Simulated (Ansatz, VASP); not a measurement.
**Two plane-wave programs on Si4S**

```xyz
5
Lattice="4.0264 0.0000 0.0000 -2.0132 3.4869 0.0000 0.0000 0.0000 6.7316" Properties=species:S:1:pos:R:3 pbc="T T T"
Si    0.0000    2.3246    4.7411
Si    2.0132    1.1623    4.7411
Si    2.0132    1.1623    1.9905
Si    0.0000    2.3246    1.9905
S     0.0000    0.0000    0.0000
```

Alike in both runs: task relaxation of cell and atoms; functional PBE; k mesh 6 × 6 × 4; occupations gaussian, width 0.1 eV; no spin polarisation.

|  | VASP | Ansatz |
| --- | --- | --- |
| version | VASP 6.6.1 | Ansatz 0.2.0 |
| potentials or method | VASP PAW PBE potentials, release 64 (Si, S), cutoff 600 eV | scalar-relativistic, plane waves, PAW |
| valence electrons in the cell | 22 | 22 |

Ansatz gave:

| Quantity | Value |
| --- | --- |
| gap on the k mesh at the Fermi level, each at its own relaxed structure (eV) | none |
| relaxed volume (Å³/atom) | 19.16 |
| relaxed length of the cell vector where the two differ most in proportion (Å) | 4.001 |

Task: What did VASP give for the same quantities?

Result: gap on the k mesh at the Fermi level, each at its own relaxed structure (eV): none; relaxed volume (Å³/atom): 19.13; relaxed length of the cell vector where the two differ most in proportion (Å): 3.999.

A gap of «none» marks a metal or a gap that the smearing closes.
